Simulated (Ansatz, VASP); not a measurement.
## InAs: VASP beside Ansatz

The input INCAR:

```
ALGO = Normal
EDIFF = 1E-6
ENCUT = 520
GGA = PS
ISIF = 2
ISMEAR = 0
LASPH = True
LCHARG = True
LELF = True
LREAL = False
LVHAR = True
LWAVE = False
NBANDS = 16
NELM = 100
PREC = Accurate
SIGMA = 0.1
```

The input KPOINTS:

```
k-points
0
Gamma
  12 12 12
```

The input POSCAR:

```
InAs
1.0
    0.0000000000      2.9817521688      2.9817521688
    2.9817521688      0.0000000000      2.9817521688
    2.9817521688      2.9817521688      0.0000000000
In As
1 1
Direct
    0.0000000000      0.0000000000      0.0000000000
    0.2500000000      0.2500000000      0.2500000000
```

Input for Ansatz:

```yaml
crystal:
  lattice:
    - [0.0, 2.9817521687, 2.9817521687]
    - [2.9817521687, 0.0, 2.9817521687]
    - [2.9817521687, 2.9817521687, 0.0]
  atoms:
    - { symbol: In, position: [0.0, 0.0, 0.0] }
    - { symbol: As, position: [0.25, 0.25, 0.25] }
basis:
  ecutwfc: 420
kpoints:
  mp_grid: { grid: [12, 12, 12] }
hamiltonian:
  xc: pbesol
scf:
  occupations: { method: gaussian, width: 0.1 }
output:
  forces: true
  stress: true
  eigenvalues: true
```

Alike in both runs: task single point; functional PBEsol; k mesh 12 × 12 × 12; occupations gaussian, width 0.1 eV; no spin polarisation.

|  | VASP | Ansatz |
| --- | --- | --- |
| version | VASP 6.6.1 | Ansatz 0.2.0 |
| potentials or method | VASP PAW PBE potentials, release 64 (In_d, As), cutoff 520 eV | scalar-relativistic, plane waves, PAW |
| valence electrons in the cell | 18 | 28 |

```tsv
	VASP	Ansatz	Ansatz less VASP
gap on the k mesh at the Fermi level (eV)	none	none	-
pressure (GPa)	4.1	4.0	-0.11
```

VASP's potentials were made for PBE, not for PBEsol. A gap of «none» marks a metal or a gap that the smearing closes. The functional is the same, so the differences come from potentials, cutoffs and numerics. VASP's potentials hold 18 valence electrons a cell and Ansatz's 28, so a difference there can come from the potentials and not from the codes.
